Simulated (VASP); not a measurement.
A run of VASP 6.6.1:

POSCAR

```
AlCd
1.0
    1.8946941800      1.0939021900      3.1443819500
   -1.8946941800      1.0939021900      3.1443819500
    0.0000000000     -2.1878043900      3.1443819500
Al Cd
1 1
Direct
    0.5000000000      0.5000000000      0.5000000000
    0.0000000000      0.0000000000      0.0000000000
```

INCAR.step1

```
SYSTEM = AlCd
  ALGO = Normal
  EDIFF = 1E-5
  ENCUT = 520
  GGA = PE
  ISIF = 2
  ISMEAR = 0
  LASPH = .True.
  LCHARG = .False.
  LREAL = .False.
  LWAVE = .True.
  NBANDS = 14
  NELM = 60
  PREC = Accurate
  SIGMA = 0.05
```

INCAR.step2

```
SYSTEM = AlCd
  AEXX = 0.25
  ALGO = Normal
  EDIFF = 1E-6
  ENCUT = 520
  GGA = PE
  ISIF = 2
  ISMEAR = 0
  ISTART = 1
  LASPH = .True.
  LCHARG = .False.
  LHFCALC = .True.
  LREAL = .False.
  LWAVE = .False.
  NBANDS = 14
  NELM = 60
  PREC = Accurate
  PRECFOCK = Normal
  SIGMA = 0.05
```

File KPOINTS:

```
k-points
0
Gamma
  5 5 5
  0 0 0
```

Potentials or basis: VASP PAW PBE potentials, release 64 (Al, Cd).

Run with:

```sh
$ cat potpaw_PBE.64/Al/POTCAR potpaw_PBE.64/Cd/POTCAR > POTCAR
$ cp INCAR.step1 INCAR
$ mpirun -np 1 vasp_std > vasp.out
$ cp INCAR.step2 INCAR
$ mpirun -np 1 vasp_std > vasp.out
```

Hardware: 1 thread of Intel(R) Xeon(R) Platinum 8259CL CPU @ 2.50GHz (Skylake/Cascade Lake), on a shared host.

Estimate the wall time of this run.

Wall time 24 min on 1 thread of Intel(R) Xeon(R) Platinum 8259CL CPU @ 2.50GHz (Skylake/Cascade Lake) (shared host), peak memory 0.18 GiB. Counts: k points 19.
